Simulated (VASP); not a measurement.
A run of VASP 6.6.1 is set up as follows.

Contents of POSCAR:

```
MgH2
1.0
    0.0000000000      2.3810671667      2.3810671667
    2.3810671667      0.0000000000      2.3810671667
    2.3810671667      2.3810671667      0.0000000000
Mg H
1 2
Direct
    0.0000000000      0.0000000000      0.0000000000
    0.7500000000      0.7500000000      0.7500000000
    0.2500000000      0.2500000000      0.2500000000
```

The input INCAR.step1:

```
SYSTEM = MgH2
PREC = Accurate
ENCUT = 520
ISMEAR = 0
SIGMA = 0.1
LREAL = .FALSE.
LASPH = .TRUE.
NELM = 100
NBANDS = 9
GGA = PE
ALGO = Normal
EDIFF = 1E-4
LWAVE = .TRUE.
LCHARG = .FALSE.
```

File INCAR.step2:

```
SYSTEM = MgH2
PREC = Accurate
ENCUT = 520
EDIFF = 1E-6
ISMEAR = 0
SIGMA = 0.1
LREAL = .FALSE.
LASPH = .TRUE.
NELM = 100
ALGO = Normal
ISIF = 2
LWAVE = .FALSE.
LCHARG = .FALSE.
METAGGA = R2SCAN
LMIXTAU = .TRUE.
NBANDS = 9
ISTART = 1
```

Contents of KPOINTS:

```
regular mesh
0
G
  6 6 6
  0 0 0
```

Potentials or basis: VASP PAW PBE potentials, release 64 (Mg, H).

Launch:

```console
$ cat potpaw_PBE.64/Mg/POTCAR potpaw_PBE.64/H/POTCAR > POTCAR
$ cp INCAR.step1 INCAR
$ mpirun -np 1 vasp_std > vasp.out
$ cp INCAR.step2 INCAR
$ mpirun -np 1 vasp_std > vasp.out
```

What does it give for the band gap on the k mesh?

Zero (bands 2 and 3 overlap by 0.89 eV).

Estimate the pressure.

-1.8 GPa.

Caveat: the k points lie up to 0.38 Å⁻¹ apart, too coarse for converged energies and pressures of a metal; the PAW data sets were made with another functional, which shifts forces and pressure a little.
